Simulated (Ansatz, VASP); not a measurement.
## One calculation of Zn3SeS2, two programs

```xyz
12
Lattice="1.9586 -3.3925 0.0000 -5.8759 -3.3925 0.0000 0.0000 0.0000 -9.5996" Properties=species:S:1:pos:R:3 pbc="T T T"
Zn    0.0000    0.0000   -9.5075
Zn   -1.9586   -3.3925   -9.5075
Zn   -3.9173   -2.2616   -6.3983
Zn    0.0000   -2.2616   -6.3983
Zn   -3.9173   -4.5233   -3.2974
Zn   -1.9586   -1.1308   -3.2974
Se    0.0000    0.0000   -2.3861
Se   -1.9586   -3.3925   -2.3861
S    -3.9173   -2.2616   -8.7604
S     0.0000   -2.2616   -8.7604
S    -3.9173   -4.5233   -5.6488
S    -1.9586   -1.1308   -5.6488
```

Alike in both runs: task single point; functional PBE; k mesh 4 × 2 × 2; occupations gaussian, width 0.1 eV; no spin polarisation.

```csv
,VASP,Ansatz
version,VASP 6.6.1,Ansatz 0.2.0
potentials or method,"VASP PAW PBE potentials, release 64 (Zn, Se, S), cutoff 520 eV","scalar-relativistic, plane waves, PAW"
valence electrons in the cell,108,128
```

Ansatz gave:

```
gap on the k mesh at the Fermi level (eV)                     : 1.43
least direct gap on the mesh (eV)                             : 1.43
pressure (GPa)                                                : 0.0
traceless stress, the component that is largest in VASP (GPa) : -0.14
rms of the force components (eV/Å)                            : 0.007
```

Q: Estimate VASP's values.

A: gap on the k mesh at the Fermi level (eV): 1.43; least direct gap on the mesh (eV): 1.43; pressure (GPa): 0.2; traceless stress, the component that is largest in VASP (GPa): -0.14; rms of the force components (eV/Å): 0.008.

Atom by atom the forces differ by 0.002 eV/Å (rms over components). VASP's potentials hold 108 valence electrons a cell and Ansatz's 128, so a difference there can come from the potentials and not from the codes.

The k mesh is coarse, so the values compare programs but aren't converged.
